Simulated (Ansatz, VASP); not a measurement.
Two plane-wave programs on Zn

File INCAR:

```
PREC = Accurate ; ENCUT = 520
EDIFF = 1E-6 ; ISMEAR = 0
SIGMA = 0.15 ; LREAL = F
LASPH = T ; NELM = 80
ALGO = Normal ; ISIF = 2
LWAVE = F ; LCHARG = F
NBANDS = 12
```

KPOINTS

```
Automatic mesh
0
Gamma
  20 20 20
```

File POSCAR:

```
Zn
1.0
   -1.5056386871      1.5056386871      1.5056386871
    1.5056386871     -1.5056386871      1.5056386871
    1.5056386871      1.5056386871     -1.5056386871
Zn
1
Direct
    0.0000000000      0.0000000000      0.0000000000
```

Input for Ansatz:

```yaml
crystal:
  lattice:
    - [-1.5056386871, 1.5056386871, 1.5056386871]
    - [1.5056386871, -1.5056386871, 1.5056386871]
    - [1.5056386871, 1.5056386871, -1.5056386871]
  atoms:
    - { symbol: Zn, position: [0.0, 0.0, 0.0] }
basis:
  ecutwfc: 520.0
kpoints:
  mp_grid: { grid: [20, 20, 20] }
hamiltonian:
  xc: lda
  pseudopotentials: { kind: paw }
scf:
  occupations: { method: gaussian, width: 0.15 }
output:
  forces: true
  stress: true
  eigenvalues: true
```

Alike in both runs: task single point; functional LDA; k mesh 20 × 20 × 20; occupations gaussian, width 0.15 eV; no spin polarisation.

```csv
,VASP,Ansatz
version,VASP 6.6.1,Ansatz 0.2.0
potentials or method,"VASP PAW LDA potentials, release 64 (Zn), cutoff 520 eV","scalar-relativistic, plane waves, PAW"
valence electrons in the cell,12,12
```

Ansatz gave:

- gap on the k mesh at the Fermi level (eV): none
- pressure (GPa): 0.1

Q: Which values does VASP return?

A: gap on the k mesh at the Fermi level (eV): none; pressure (GPa): 0.8.

LDA's correlation is that of Perdew and Zunger in VASP and of Perdew and Wang (1992) in Ansatz. A gap of «none» marks a metal or a gap that the smearing closes.
